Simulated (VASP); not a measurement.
# Ga2S (Cmme) in VASP: a series of runs

Runs on Ga2S. Level: PBE. Tasks: single point.

Everything below comes from runs of VASP 6.6.1. Logs are shortened: lines on timing, memory, paths and dates and some standing lists are left out, and cuts for length are marked.

### Step 1. The cell of the first run

Symmetry: Cmme, No. 67, orthorhombic system. The conventional cell has a = 6.594 Å, b = 8.339 Å, c = 4.735 Å, α = 90.00°, β = 90.00°, γ = 90.00°. Ga (site symmetry m) has 2 S at 2.40 Å and 2 Ga at 2.42 to 2.44 Å within 3.2 Å. S (site symmetry 222) has 4 Ga at 2.40 Å and 2 S at 3.30 Å within 3.3 Å.

### Step 2. Single point, PBE (21.70 Å³/atom)

Input file INCAR:

```
PREC     = Accurate       # precision mode
ENCUT    = 520            # plane-wave cutoff, eV
EDIFF    = 1E-6           # SCF threshold, eV
ISMEAR   = 0              # smearing method
SIGMA    = 0.1            # smearing width, eV
LREAL    = F              # projectors in reciprocal space
LASPH    = T              # aspherical terms in the spheres
NELM     = 60             # most SCF steps
ALGO     = Normal         # electronic algorithm
ISIF     = 2              # what is computed and relaxed
LWAVE    = F              # write WAVECAR
LCHARG   = F              # write CHGCAR
GGA      = PE             # functional
NBANDS   = 41             # bands
```

Input file KPOINTS:

```
regular mesh
0
Gamma
  6 6 8
```

Input file POSCAR:

```
Ga2S
1.0
    3.2968837234     -4.1694200982      0.0000000000
    3.2968837234      4.1694200982      0.0000000000
    0.0000000000      0.0000000000      4.7353972777
Ga S
4 2
Direct
    0.6046862055      0.3953137945      0.6805720581
    0.8953137945      0.1046862055      0.6805720581
    0.3953137945      0.6046862055      0.3194279419
    0.1046862055      0.8953137945      0.3194279419
    0.2500000000      0.2500000000      0.0000000000
    0.7500000000      0.7500000000      0.0000000000
```

Potentials or basis: VASP PAW PBE potentials, release 64 (Ga_d, S).

Run with:

```
$ cat potpaw_PBE.64/Ga_d/POTCAR potpaw_PBE.64/S/POTCAR > POTCAR
$ mpirun -np 1 vasp_std > vasp.out
```

OUTCAR:

```text
PREC = Accurate
   ENCUT = 520
   EDIFF = 1E-6
   ISMEAR = 0
   LREAL = F
   LASPH = T
   NELM = 60
   ISIF = 2
   GGA = PE

 ion  position               nearest neighbor table
   1  0.605  0.395  0.681-   5 2.40   6 2.40   2 2.42   3 2.44
   2  0.895  0.105  0.681-   5 2.40   6 2.40   1 2.42   4 2.44
   3  0.395  0.605  0.319-   5 2.40   6 2.40   4 2.42   1 2.44
   4  0.105  0.895  0.319-   5 2.40   6 2.40   3 2.42   2 2.44
   5  0.250  0.250  0.000-   1 2.40   2 2.40   3 2.40   4 2.40
   6  0.750  0.750  0.000-   1 2.40   2 2.40   3 2.40   4 2.40

  LATTYP: Found a base centered orthorhombic cell.
 ALAT       =     6.5937674468
 B/A-ratio  =     1.2646548826
 C/A-ratio  =     0.7181626158

  Lattice vectors:

 A1 = (   3.2968837234,  -4.1694200982,   0.0000000000)
 A2 = (   3.2968837234,   4.1694200982,   0.0000000000)
 A3 = (   0.0000000000,   0.0000000000,   4.7353972777)

Analysis of symmetry for initial positions (statically):
=====================================================================
 Subroutine PRICEL returns:
 Original cell was already a primitive cell.

 Routine SETGRP: Setting up the symmetry group for a
 base centered orthorhombic supercell.

 Subroutine GETGRP returns: Found  8 space group operations
 (whereof  4 operations were pure point group operations)
 out of a pool of  8 trial point group operations.

The static configuration has the point symmetry C_2h.
 The point group associated with its full space group is D_2h.

Analysis of symmetry for dynamics (positions and initial velocities):
=====================================================================
 Subroutine PRICEL returns:
 Original cell was already a primitive cell.

 Routine SETGRP: Setting up the symmetry group for a
 base centered orthorhombic supercell.

 Subroutine GETGRP returns: Found  8 space group operations
 (whereof  4 operations were pure point group operations)
 out of a pool of  8 trial point group operations.

The dynamic configuration has the point symmetry C_2h.
 The point group associated with its full space group is D_2h.

 Subroutine INISYM returns: Found  8 space group operations
 (whereof  4 operations are pure point group operations),
 and found     1 'primitive' translations

----------------------------------------------------------------------------------------

                                     Primitive cell

  volume of cell :     130.1864

  direct lattice vectors                    reciprocal lattice vectors
[... 100 lines left out ...]
   NFREE  =      0    steps in history (QN), initial steepest desc. (CG)
   ISIF   =      2    stress and relaxation
   ISYM   =      2    0-nonsym 1-usesym 2-fastsym
   POTIM  = 0.5000    time-step for ionic-motion
   TEBEG  =    0.0;   TEEND  =   0.0 temperature during run
   PSTRESS=    0.0 pullay stress
   NELECT =      64.0000    total number of electrons
   NUPDOWN=      -1.0000    fix difference up-down
   EMIN   =  10.00;   EMAX   =-10.00  energy-range for DOS
   EFERMI =   0.00;   METHOD = LEGACY
   ISMEAR =     0;   SIGMA  =   0.10  broadening in eV -4-tet -1-fermi 0-gaus
   EFERMI_NEDOS =   21; number of points for ismear=-14 and -15
   IALGO  =     38    algorithm
   IMIX   =      4    mixing-type and parameters
     AMIX     =   0.40;   BMIX     =  1.00
     AMIX_MAG =   1.60;   BMIX_MAG =  1.00
  volume/ion in A,a.u.               =      21.70       146.42
  Fermi-wavevector in a.u.,A,eV,Ry     =   1.292051  2.441622 22.713501  1.669395
  Thomas-Fermi vector in A             =   2.423783
   LORBIT       =      0    0 simple, 1 ext, 2 COOP (PROOUT), +10 PAW based schemes
   GGA     = PE    functional components
   LHFCALC =     F    Hartree Fock is set to
   AEXX    =    0.0000 exact exchange contribution
   IVDW    =     0    specifies the selected vdW correction
   LEPSILON=     F    determine dielectric tensor
   LRPA    =     F    only Hartree local field effects (RPA)
 non-spin polarized calculation
 Gauss-broadening in eV      SIGMA  =   0.10
  energy-cutoff  :      520.00
  volume of cell :      130.19
 maximum number of plane-waves:      3532
   NGX = 19   NGY = 19   NGZ = 17

 number of electron      63.9999980 magnetization

 Free energy of the ion-electron system (eV)
  ---------------------------------------------------
  ext. energy  EPLUGINS =         0.00000000
  ---------------------------------------------------
  free energy    TOTEN  =       -21.63796209 eV

  energy without entropy =      -21.63315849  energy(sigma->0) =      -21.63556029

 E-fermi :   4.4235     XC(G=0):  -9.5805

 val. band max:        4.4209014567   @ k =   0.3333   0.3333   0.3750
 cond. band min:       4.4409616202   @ k =   0.5000   0.3333   0.3750
 fundamental gap:      0.0200601634
 Fermi energy:         4.4234716323

 k-point     1 :       0.0000    0.0000    0.0000
  band No.  band energies     occupation
      1     -10.9938      2.00000
      2     -10.9154      2.00000
      3     -10.7823      2.00000
      4     -10.6815      2.00000
      5     -10.6515      2.00000
      6     -10.6426      2.00000
[... 1045 lines left out ...]
     40      10.1451      0.00000
     41      10.3976      0.00000

 [... further k-points ...]

------------------------ aborting loop because EDIFF is reached ----------------------------------------

  FORCE on cell =-STRESS in cart. coord.  units (eV):
  Direction    XX          YY          ZZ          XY          YZ          ZX
  --------------------------------------------------------------------------------------
  -------------------------------------------------------------------------------------
  Total        4.1415750      4.1088656      4.1371537      0.0000000      0.0000000      0.0000000
  in kB       50.9695039     50.5669566     50.9150926      0.0000000      0.0000000      0.0000000
  external PRESSURE =      50.8171844 kB  Pullay stress =       0.0000000 kB

 VOLUME and BASIS-vectors are now :
 -----------------------------------------------------------------------------
  energy-cutoff  :      520.00
  volume of cell :      130.19
      direct lattice vectors                 reciprocal lattice vectors
     3.296883723 -4.169420098  0.000000000     0.151658366 -0.119920754  0.000000000
     3.296883723  4.169420098  0.000000000     0.151658366  0.119920754  0.000000000
     0.000000000  0.000000000  4.735397278     0.000000000  0.000000000  0.211175524

 POSITION                                       TOTAL-FORCE (eV/Angst)
 -----------------------------------------------------------------------------------
      3.29688     -0.87296      3.22278         0.000000     -0.002340     -0.009153
      3.29688     -3.29646      3.22278         0.000000      0.002340     -0.009153
      3.29688      0.87296      1.51262         0.000000      0.002340      0.009153
      3.29688      3.29646      1.51262         0.000000     -0.002340      0.009153
      1.64844      0.00000      0.00000         0.000000     -0.000000      0.000000
      4.94533      0.00000      0.00000         0.000000     -0.000000      0.000000
 -----------------------------------------------------------------------------------
    total drift:                                0.000000      0.000000     -0.000000

  FREE ENERGIE OF THE ION-ELECTRON SYSTEM (eV)
  ---------------------------------------------------
  free  energy   TOTEN  =       -21.6379620945 eV

  energy  without entropy=      -21.6331584947  energy(sigma->0) =      -21.63556029
```

OSZICAR:

```text
N       E                     dE             d eps       ncg     rms          rms(c)
DAV:   1     0.571631815540E+03    0.57163E+03   -0.29994E+04  5619   0.252E+03
DAV:   2     0.710395438463E+02   -0.50059E+03   -0.47754E+03  5530   0.610E+02
DAV:   3    -0.160215702131E+02   -0.87061E+02   -0.83256E+02  6228   0.176E+02
DAV:   4    -0.219147999092E+02   -0.58932E+01   -0.58256E+01  6732   0.462E+01
DAV:   5    -0.221161818255E+02   -0.20138E+00   -0.20113E+00  7138   0.809E+00    0.987E+00
DAV:   6    -0.216805123696E+02    0.43567E+00   -0.67804E-01  8316   0.112E+01    0.651E+00
DAV:   7    -0.216350115982E+02    0.45501E-01   -0.45103E-01  6948   0.431E+00    0.158E+00
DAV:   8    -0.216347543296E+02    0.25727E-03   -0.81858E-02  6620   0.304E+00    0.836E-01
DAV:   9    -0.216376714459E+02   -0.29171E-02   -0.15809E-02  6372   0.916E-01    0.203E-01
DAV:  10    -0.216375055321E+02    0.16591E-03   -0.13196E-03  7772   0.360E-01    0.661E-02
DAV:  11    -0.216379273345E+02   -0.42180E-03   -0.10269E-03  5906   0.149E-01    0.420E-02
DAV:  12    -0.216379526706E+02   -0.25336E-04   -0.61925E-05  6820   0.841E-02    0.141E-02
DAV:  13    -0.216379616247E+02   -0.89541E-05   -0.29568E-05  5860   0.450E-02    0.246E-03
DAV:  14    -0.216379620945E+02   -0.46973E-06   -0.37280E-06  6156   0.163E-02
   1 F= -.21637962E+02 E0= -.21635560E+02  d E =-.480360E-02
```

stdout:

```text
POSCAR found type information on POSCAR GaS
 POSCAR found :  2 types and       6 ions
 scaLAPACK will be used
 LDA part: xc-table for (Slater+PW92), standard interpolation
 POSCAR, INCAR and KPOINTS ok, starting setup
 FFT: planning ... GRIDC
 FFT: planning ... GRID_SOFT
 FFT: planning ... GRID
 WAVECAR not read
 entering main loop
```

It took 3.1 min on 1 thread of AMD EPYC 9R45 (Zen 5), shared host; peak memory 0.36 GiB.

Results:

```yaml
Free_energy: -21.6380 eV
Pressure: 5.1 GPa
Largest_force: 0.009 eV/Å
Band_gap_on_the_k_mesh: zero (bands 32 and 33 overlap by 1.37 eV)
```

Forces on the atoms (eV/Å):
```
Ga   0.000 -0.002 -0.009
Ga   0.000  0.002 -0.009
Ga   0.000  0.002  0.009
Ga   0.000 -0.002  0.009
S    0.000  0.000  0.000
S    0.000  0.000  0.000
```

Caveat: the cell stands under pressure.

### Step 3. Single point, PBE

This run uses another cell than the first one, of 23.84 Å³/atom.

Input file INCAR:

```
SYSTEM = Ga2S
PREC = Accurate
ENCUT = 520
EDIFF = 1E-7
ISMEAR = 0
SIGMA = 0.1
LREAL = .False.
LASPH = .True.
NELM = 80
ALGO = Normal
ISIF = 2
LWAVE = .False.
LCHARG = .False.
GGA = PE
NBANDS = 41
```

Input file KPOINTS:

```
Automatic mesh
0
Gamma
  6 6 8
  0 0 0
```

Input file POSCAR:

```
Ga2S
1.0
    3.4272702537     -4.2795939879      0.0000000000
    3.4272702537      4.2795939879      0.0000000000
    0.0000000000      0.0000000000      4.8768948671
Ga S
4 2
Direct
    0.6032795810      0.3967204190      0.6858413394
    0.8967204190      0.1032795810      0.6858413394
    0.3967204190      0.6032795810      0.3141586606
    0.1032795810      0.8967204190      0.3141586606
    0.2500000000      0.2500000000      0.0000000000
    0.7500000000      0.7500000000      0.0000000000
```

Potentials or basis: VASP PAW PBE potentials, release 64 (Ga_d, S).

Run with:

```
$ cat potpaw_PBE.64/Ga_d/POTCAR potpaw_PBE.64/S/POTCAR > POTCAR
$ mpirun -np 1 vasp_std > vasp.out
```

It took 4.1 min on 1 thread of AMD EPYC 9R45 (Zen 5), shared host; peak memory 0.39 GiB.

Results (log left out):

| Quantity | Value |
| --- | --- |
| Free energy | -21.8278 eV |
| Pressure | 0.1 GPa |
| Largest force | 0.008 eV/Å |
| Band gap on the k mesh | zero (bands 32 and 33 overlap by 0.99 eV) |

Forces in eV/Å, atoms in the order of the input:
```
Ga   0.000 -0.004 -0.007
Ga   0.000  0.004 -0.007
Ga   0.000  0.004  0.007
Ga   0.000 -0.004  0.007
S    0.000  0.000  0.000
S    0.000  0.000  0.000
```

Levels at points of the mesh, in eV from the Fermi level:
```tsv
k point	band 30	band 31	band 32	band 33	band 34	band 35
(0.00, 0.00, 0.00)	-2.67	-1.87	-1.27	0.27	1.10	2.34
(0.50, 0.00, 0.00)	-3.23	-1.22	-1.22	2.20	2.20	2.56
(0.50, 0.50, 0.00)	-2.47	-1.84	-0.56	-0.50	0.34	1.90
(0.00, 0.00, 0.50)	-2.58	-2.31	-0.98	1.02	1.20	1.24
(0.50, 0.00, 0.50)	-2.62	-1.55	-1.55	1.84	1.84	3.06
(0.50, 0.50, 0.50)	-2.35	-0.49	0.41	0.64	2.57	3.26
```

The gap in the log of VASP goes by the Fermi energy; the results here count the filled bands.